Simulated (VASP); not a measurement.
Runs of VASP 6.6.1 on Sn. The structure is that of space group I4/mmm (No. 139), or close to it. The cells are those of the table. 

```csv
cell,further INCAR settings,gap on the mesh (eV),pressure (GPa)
"a = 3.163 Å, angles 106.4, 106.4, 115.8°, 1 atom",ALGO = Fast; EDIFF = 1e-06; NBANDS = 13,none,6.1
"a = 3.409 Å, angles 112.5, 112.5, 103.6°, 1 atom",ALGO = Fast; EDIFF = 1e-07; NBANDS = 13,none,-5.1
"a = 3.454 Å, angles 113.5, 113.5, 101.8°, 1 atom",ALGO = Fast; EDIFF = 1e-07; NBANDS = 13,none,(a)
"a = 3.202 Å, angles 107.4, 107.4, 113.6°, 1 atom",ALGO = Fast; EDIFF = 1e-06; NBANDS = 13,none,3.0
```

Alike in all rows: task single point; level PBE+D3(BJ); potentials or basis VASP PAW PBE potentials, release 64 (Sn_d); no spin polarisation; k mesh 18 × 18 × 18; cutoff (eV) 520; smearing gaussian 0.15 eV.

Q: Estimate the missing entries.

A: (a) -4.4.

Caveats: spin-orbit coupling is left out, which moves the levels of the heavy elements; the cell stands under pressure (at least some runs); the cell stands under tension (at least some runs).

A k mesh can miss the band edges, and the runs leave out spin-orbit coupling on Sn.

A gap of «none» marks levels without a gap at the run's occupations.
